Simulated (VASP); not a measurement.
Here is a VASP 6.6.1 calculation.

INCAR

```
SYSTEM = C
PREC     = Accurate       ! precision mode
ENCUT    = 910            ! plane-wave cutoff, eV
EDIFF    = 1E-6           ! SCF threshold, eV
ISMEAR   = 0              ! smearing method
SIGMA    = 0.01           ! smearing width, eV
LREAL    = .False.        ! projectors in reciprocal space
LASPH    = .True.         ! aspherical terms in the spheres
NELM     = 120            ! most SCF steps
ALGO     = Normal         ! electronic algorithm
ISIF     = 2              ! what is computed and relaxed
LWAVE    = .False.        ! write WAVECAR
LCHARG   = .True.         ! write CHGCAR
GGA      = PS             ! functional
LELF     = .True.         ! ELF
LVHAR    = .True.       
NBANDS   = 11             ! bands
GGA_COMPAT= .False.
```

File KPOINTS:

```
regular mesh
0
Gamma
  12 12 12
  0 0 0
```

Contents of POSCAR:

```
C
1.0
    0.0000000000      1.7833700000      1.7833700000
    1.7833700000      0.0000000000      1.7833700000
    1.7833700000      1.7833700000      0.0000000000
C
2
Direct
    0.0000000000      0.0000000000      0.0000000000
    0.2500000000      0.2500000000      0.2500000000
```

Potentials or basis: VASP PAW PBE potentials, release 64 (C_h).

Command:

```console
$ cat potpaw_PBE.64/C_h/POTCAR > POTCAR
$ mpirun -np 1 vasp_std > vasp.out
```

Question: What does it give for the band gap on the k mesh?

Answer: 4.04 eV, indirect (least direct gap 5.54 eV).

Question: What does it give for the pressure?

Answer: -4.8 GPa.

Caveat: the cutoff is under 1.25 times the usual one of these potentials, so pressure, stress and relaxed cells hold a basis-set (Pulay) error; the PAW data sets were made with another functional, which shifts forces and pressure a little. A k mesh can miss the band edges.
